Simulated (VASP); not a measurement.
# HfN (I4/mmm) in VASP: further runs

The runs below take HfN through single point, with PBE.

All numbers are computed with VASP 6.6.1; they aren't measurements. Logs are shortened: lines on timing, memory, paths and dates and some standing lists are left out, and cuts for length are marked.

### 1 The cell of the first run

The structure is tetragonal, space group I4/mmm (No. 139). The conventional cell has a = 3.216 Å, b = 3.216 Å, c = 4.661 Å, α = 90.00°, β = 90.00°, γ = 90.00°. Within 3.0 Å of Hf (site symmetry 4/mmm) lie 6 N at 2.27 to 2.33 Å. N (site symmetry 4/mmm) has 6 Hf at 2.27 to 2.33 Å within 3.0 Å.

### 2 Single point, PBE (strain +0.000 along x and y, +0.025 along z)

Input file INCAR:

```
SYSTEM = HfN
  PREC = Accurate
  ENCUT = 520
  EDIFF = 1E-6
  ISMEAR = 0
  SIGMA = 0.15
  LREAL = .False.
  LASPH = .True.
  NELM = 100
  ALGO = Normal
  ISIF = 2
  LWAVE = .False.
  LCHARG = .False.
  GGA = PE
  NBANDS = 14
```

Input file KPOINTS:

```
Automatic mesh
0
Gamma
  22 22 22
  0 0 0
```

Input file POSCAR:

```
HfN
1.0
    0.0000000000      2.2738965586      2.3307439726
    2.2738965586      0.0000000000      2.3307439726
    2.2738965586      2.2738965586      0.0000000000
Hf N
1 1
Direct
    0.0000000000      0.0000000000      0.0000000000
    0.5000000000      0.5000000000      0.5000000000
```

Potentials or basis: VASP PAW PBE potentials, release 64 (Hf_pv, N).

The run is started by

```console
$ cat potpaw_PBE.64/Hf_pv/POTCAR potpaw_PBE.64/N/POTCAR > POTCAR
$ mpirun -np 1 vasp_std > vasp.out
```

OUTCAR:

```text
SYSTEM = HfN
   PREC = Accurate
   ENCUT = 520
   EDIFF = 1E-6
   ISMEAR = 0
   LREAL = .False.
   LASPH = .True.
   NELM = 100
   ISIF = 2
   GGA = PE

 ion  position               nearest neighbor table
   1  0.000  0.000  0.000-   2 2.27   2 2.27   2 2.27   2 2.27   2 2.33   2 2.33
   2  0.500  0.500  0.500-   1 2.27   1 2.27   1 2.27   1 2.27   1 2.33   1 2.33

  LATTYP: Found a body centered tetragonal cell.
 ALAT       =     3.2157753526
 C/A-ratio  =     1.4495689015

  Lattice vectors:

 A1 = (  -2.2738965586,   0.0000000000,   2.3307439726)
 A2 = (   2.2738965586,   0.0000000000,   2.3307439726)
 A3 = (   0.0000000000,   2.2738965586,  -2.3307439726)

Analysis of symmetry for initial positions (statically):
=====================================================================
 Subroutine PRICEL returns:
 Original cell was already a primitive cell.

 Routine SETGRP: Setting up the symmetry group for a
 body centered tetragonal supercell.

 Subroutine GETGRP returns: Found 16 space group operations
 (whereof 16 operations were pure point group operations)
 out of a pool of 16 trial point group operations.

The static configuration has the point symmetry D_4h.

Analysis of symmetry for dynamics (positions and initial velocities):
=====================================================================
 Subroutine PRICEL returns:
 Original cell was already a primitive cell.

 Routine SETGRP: Setting up the symmetry group for a
 body centered tetragonal supercell.

 Subroutine GETGRP returns: Found 16 space group operations
 (whereof 16 operations were pure point group operations)
 out of a pool of 16 trial point group operations.

The dynamic configuration has the point symmetry D_4h.

 Subroutine INISYM returns: Found 16 space group operations
 (whereof 16 operations are pure point group operations),
 and found     1 'primitive' translations

----------------------------------------------------------------------------------------

                                     Primitive cell

  volume of cell :      24.1027

  direct lattice vectors                    reciprocal lattice vectors
     0.000000000  2.273896559  2.330743973    -0.219886871  0.219886871  0.214523777
     2.273896559  0.000000000  2.330743973     0.219886871 -0.219886871  0.214523777
     2.273896559  2.273896559  0.000000000     0.219886871  0.219886871 -0.214523777

  length of vectors
     3.256220666  3.256220666  3.215775353     0.377784228  0.377784228  0.377784228

  position of ions in fractional coordinates (direct lattice)
     0.000000000  0.000000000  0.000000000
     0.500000000  0.500000000  0.500000000

  ion indices of the primitive-cell ions
   primitive index   ion index
[... 88 lines left out ...]
   EFERMI =   0.00;   METHOD = LEGACY
   ISMEAR =     0;   SIGMA  =   0.15  broadening in eV -4-tet -1-fermi 0-gaus
   EFERMI_NEDOS =   21; number of points for ismear=-14 and -15
   IALGO  =     38    algorithm
   IMIX   =      4    mixing-type and parameters
     AMIX     =   0.40;   BMIX     =  1.00
     AMIX_MAG =   1.60;   BMIX_MAG =  1.00
  volume/ion in A,a.u.               =      12.05        81.33
  Fermi-wavevector in a.u.,A,eV,Ry     =   1.397708  2.641286 26.580191  1.953589
  Thomas-Fermi vector in A             =   2.520938
   LORBIT       =      0    0 simple, 1 ext, 2 COOP (PROOUT), +10 PAW based schemes
   GGA     = PE    functional components
   LHFCALC =     F    Hartree Fock is set to
   AEXX    =    0.0000 exact exchange contribution
   IVDW    =     0    specifies the selected vdW correction
   LEPSILON=     F    determine dielectric tensor
   LRPA    =     F    only Hartree local field effects (RPA)
 non-spin polarized calculation
 Gauss-broadening in eV      SIGMA  =   0.15
  energy-cutoff  :      520.00
  volume of cell :       24.10
 maximum number of plane-waves:       661
   NGX = 13   NGY = 13   NGZ = 11

 number of electron      15.0000000 magnetization

 Free energy of the ion-electron system (eV)
  ---------------------------------------------------
  ext. energy  EPLUGINS =         0.00000000
  ---------------------------------------------------
  free energy    TOTEN  =       -21.72828147 eV

  energy without entropy =      -21.72129572  energy(sigma->0) =      -21.72478860

 E-fermi :   7.9978     XC(G=0): -12.4995

 val. band max:        7.9956071724   @ k =  -0.0909   0.0455   0.0000
 cond. band min:       8.0038534343   @ k =   0.0909   0.0000   0.0000
 fundamental gap:      0.0082462619
 Fermi energy:         7.9978161562

 k-point     1 :       0.0000    0.0000    0.0000
  band No.  band energies     occupation
      1     -23.3547      2.00000
      2     -23.3197      2.00000
      3     -23.3197      2.00000
      4      -9.2558      2.00000
      5       4.9546      2.00000
      6       5.0523      2.00000
      7       5.0523      2.00000
      8       7.4972      2.00000
      9       7.7605      1.97475
     10       7.7605      1.97475
     11       9.0758      0.00000
     12       9.9926      0.00000
     13      10.0303      0.00000
     14      17.4568      0.00000
[... 377 lines left out ...]
      1     -24.1284      2.00000
      2     -23.4459      2.00000
      3     -23.3803      2.00000
      4      -6.8170      2.00000
      5      -0.5486      2.00000
      6       2.0513      2.00000
      7       2.0617      2.00000
      8      10.7877      0.00000
      9      11.2916      0.00000
     10      11.4077      0.00000
     11      12.6151      0.00000
     12      15.7597      0.00000
     13      16.5858      0.00000
     14      19.3114      0.00000

 [... further k-points ...]

------------------------ aborting loop because EDIFF is reached ----------------------------------------

  FORCE on cell =-STRESS in cart. coord.  units (eV):
  Direction    XX          YY          ZZ          XY          YZ          ZX
  --------------------------------------------------------------------------------------
  -------------------------------------------------------------------------------------
  Total       -0.7371407     -0.7371407     -2.1675973      0.0000000      0.0000000     -0.0000000
  in kB      -48.9998765    -48.9998765   -144.0864752      0.0000000      0.0000000     -0.0000000
  external PRESSURE =     -80.6954094 kB  Pullay stress =       0.0000000 kB

 VOLUME and BASIS-vectors are now :
 -----------------------------------------------------------------------------
  energy-cutoff  :      520.00
  volume of cell :       24.10
      direct lattice vectors                 reciprocal lattice vectors
     0.000000000  2.273896559  2.330743973    -0.219886871  0.219886871  0.214523777
     2.273896559  0.000000000  2.330743973     0.219886871 -0.219886871  0.214523777
     2.273896559  2.273896559  0.000000000     0.219886871  0.219886871 -0.214523777

 POSITION                                       TOTAL-FORCE (eV/Angst)
 -----------------------------------------------------------------------------------
      0.00000      0.00000      0.00000        -0.000000      0.000000     -0.000000
      2.27390      2.27390      2.33074         0.000000     -0.000000      0.000000
 -----------------------------------------------------------------------------------
    total drift:                                0.000000     -0.000000     -0.000000

  FREE ENERGIE OF THE ION-ELECTRON SYSTEM (eV)
  ---------------------------------------------------
  free  energy   TOTEN  =       -21.7282814731 eV

  energy  without entropy=      -21.7212957199  energy(sigma->0) =      -21.72478860
```

stdout:

```text
POSCAR found type information on POSCAR HfN
 POSCAR found :  2 types and       2 ions
 scaLAPACK will be used
 LDA part: xc-table for (Slater+PW92), standard interpolation
 POSCAR, INCAR and KPOINTS ok, starting setup
 FFT: planning ... GRIDC
 FFT: planning ... GRID_SOFT
 FFT: planning ... GRID
 WAVECAR not read
 entering main loop
```

It took 2.1 min on 1 thread of Intel Xeon Platinum 8488C (Sapphire Rapids), shared host; peak memory 0.38 GiB.

Results:

| Item | Value |
| --- | --- |
| Free energy | -21.7283 eV |
| Pressure | -8.1 GPa |
| Band gap on the k mesh | zero (an odd number of electrons rules out a gap without spin polarisation) |

Stress tensor (GPa, compression positive):
```
 -4.90   0.00   0.00
  0.00  -4.90   0.00
  0.00   0.00 -14.41
```

Caveat: the cell differs from its parent crystal (strain +0.000 along x and y, +0.025 along z); the cell stands under tension; spin-orbit coupling is left out, which moves the levels of the heavy elements.

### 3 Single point, PBE (strain +0.000 along x and y, +0.050 along z)

Input file INCAR:

```
SYSTEM = HfN
PREC = Accurate
ENCUT = 520
EDIFF = 1E-7
ISMEAR = 0
SIGMA = 0.15
LREAL = .FALSE.
LASPH = .TRUE.
NELM = 80
ALGO = Normal
ISIF = 2
LWAVE = .FALSE.
LCHARG = .TRUE.
GGA = PE
LELF = .TRUE.
LVHAR = .TRUE.
NBANDS = 14
```

Input file KPOINTS:

```
regular mesh
0
G
  22 22 22
  0 0 0
```

Input file POSCAR:

```
HfN
1.0
    0.0000000000      2.2738965586      2.3875913865
    2.2738965586      0.0000000000      2.3875913865
    2.2738965586      2.2738965586      0.0000000000
Hf N
1 1
Direct
    0.0000000000      0.0000000000      0.0000000000
    0.5000000000      0.5000000000      0.5000000000
```

Potentials or basis: VASP PAW PBE potentials, release 64 (Hf_pv, N).

The run is started by

```console
$ cat potpaw_PBE.64/Hf_pv/POTCAR potpaw_PBE.64/N/POTCAR > POTCAR
$ mpirun -np 1 vasp_std > vasp.out
```

Run time: 3.6 min. Hardware: 1 thread of Intel Xeon Platinum 8488C (Sapphire Rapids), shared host; peak memory 0.4 GiB.

Results (log left out):

```yaml
Free_energy: -21.6589 eV
Pressure: -12.5 GPa
Band_gap_on_the_k_mesh: zero (an odd number of electrons rules out a gap without spin polarisation)
```

Stress tensor (GPa, compression positive):
```
 -7.17   0.00   0.00
  0.00  -7.17   0.00
  0.00   0.00 -23.13
```

Levels at points of the mesh, in eV from the Fermi level:
| k point | band 6 | band 7 | band 8 | band 9 | band 10 | band 11 |
| --- | --- | --- | --- | --- | --- | --- |
| (0.00, 0.00, 0.00) | -2.89 | -2.89 | -0.65 | -0.14 | -0.14 | 0.50 |
| (0.50, 0.00, 0.00) | -5.89 | -5.86 | 2.97 | 3.24 | 3.56 | 4.04 |
| (0.50, 0.50, 0.00) | -3.52 | -3.52 | -3.44 | 3.74 | 4.85 | 4.97 |
| (0.50, 0.00, 0.50) | -3.78 | -3.64 | -3.55 | 3.46 | 4.65 | 5.09 |

Caveat: the cell differs from its parent crystal (strain +0.000 along x and y, +0.050 along z); the cell stands under tension; spin-orbit coupling is left out, which moves the levels of the heavy elements.

### 4 Single point, PBE (strain +0.025 along x and y, +0.000 along z)

Input file INCAR:

```
SYSTEM = HfN
  PREC = Accurate
  ENCUT = 520
  EDIFF = 1E-6
  ISMEAR = 0
  SIGMA = 0.15
  LREAL = .False.
  LASPH = .True.
  NELM = 80
  ALGO = Normal
  ISIF = 2
  LWAVE = .False.
  LCHARG = .False.
  GGA = PE
  NBANDS = 14
```

Input file KPOINTS:

```
Automatic mesh
0
Gamma
  22 22 22
  0 0 0
```

Input file POSCAR:

```
HfN
1.0
    0.0000000000      2.3307439726      2.2738965586
    2.3307439726      0.0000000000      2.2738965586
    2.3307439726      2.3307439726      0.0000000000
Hf N
1 1
Direct
    0.0000000000      0.0000000000      0.0000000000
    0.5000000000      0.5000000000      0.5000000000
```

The run is started by

```console
$ cat potpaw_PBE.64/Hf_pv/POTCAR potpaw_PBE.64/N/POTCAR > POTCAR
$ mpirun -np 1 vasp_std > vasp.out
```

Run time: 2.6 min. Hardware: 1 thread of Intel Xeon Platinum 8488C (Sapphire Rapids), shared host; peak memory 0.4 GiB.

The run converged. Its results:

| Item | Value |
| --- | --- |
| Free energy | -21.6871 eV |
| Pressure | -13.5 GPa |
| Band gap on the k mesh | zero (an odd number of electrons rules out a gap without spin polarisation) |

Stress tensor (GPa, compression positive):
```
-16.56   0.00   0.00
  0.00 -16.56   0.00
  0.00   0.00  -7.44
```

Levels at points of the mesh, in eV from the Fermi level:
```
           k point  band 6  band 7  band 8  band 9  band 10  band 11
(0.00, 0.00, 0.00)   -2.97   -2.88   -0.40   -0.40    -0.14     0.98
(0.50, 0.00, 0.00)   -5.86   -5.84    2.96    3.30     3.45     4.06
(0.50, 0.50, 0.00)   -3.72   -3.72   -3.56    3.74     4.79     5.01
(0.50, 0.00, 0.50)   -3.65   -3.57   -3.49    3.65     4.84     4.91
```

Caveat: the cell differs from its parent crystal (strain +0.025 along x and y, +0.000 along z); the cell stands under tension; spin-orbit coupling is left out, which moves the levels of the heavy elements.

### 5 Summary

| cell | gap on the mesh (eV) | pressure (GPa) |
| --- | --- | --- |
| a = 3.256, b = 3.256, c = 3.216 Å, angles 60.4, 60.4, 59.2°, 2 atoms | none | -8.1 |
| a = 3.297, b = 3.297, c = 3.216 Å, angles 60.8, 60.8, 58.4°, 2 atoms | none | -12.5 |
| a = 3.256, b = 3.256, c = 3.296 Å, angles 59.6, 59.6, 60.8°, 2 atoms | none | -13.5 |

Alike in all rows: task single point; level PBE; potentials or basis VASP PAW PBE potentials, release 64 (Hf_pv, N); no spin polarisation; k mesh 22 × 22 × 22; cutoff (eV) 520; smearing gaussian 0.15 eV.

Caveats: the cell stands under tension; spin-orbit coupling is left out, which moves the levels of the heavy elements.

Total energies depend on the potentials used, so only differences within one code and one set of settings carry meaning.
